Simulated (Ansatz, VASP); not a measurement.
# One calculation of InP, two programs

```
In P
1.0
     0.00000    2.93924    2.93924
     2.93924    0.00000    2.93924
     2.93924    2.93924    0.00000
In P
1 1
Direct
  0.00000 0.00000 0.00000
  0.75000 0.75000 0.75000
```

Alike in both runs: task single point; functional PBEsol; k mesh 6 × 6 × 6; no spin polarisation.

```csv
,VASP,Ansatz
version,VASP 6.6.1,Ansatz 0.2.0
potentials or method,"VASP PAW PBE potentials, release 64 (In_d, P)","PAW with Ansatz's default frozen-core files, scalar-relativistic"
plane-wave cutoff (eV),500,420
occupations,"gaussian, width 0.01 eV",fixed
valence electrons in the cell,18,18
```

```csv
,VASP,Ansatz,Ansatz less VASP
gap on the k mesh at the Fermi level (eV),0.56,0.57,+0.002
pressure (GPa),0.0,0.0,+0.01
```

VASP's potentials were made for PBE, not for PBEsol.
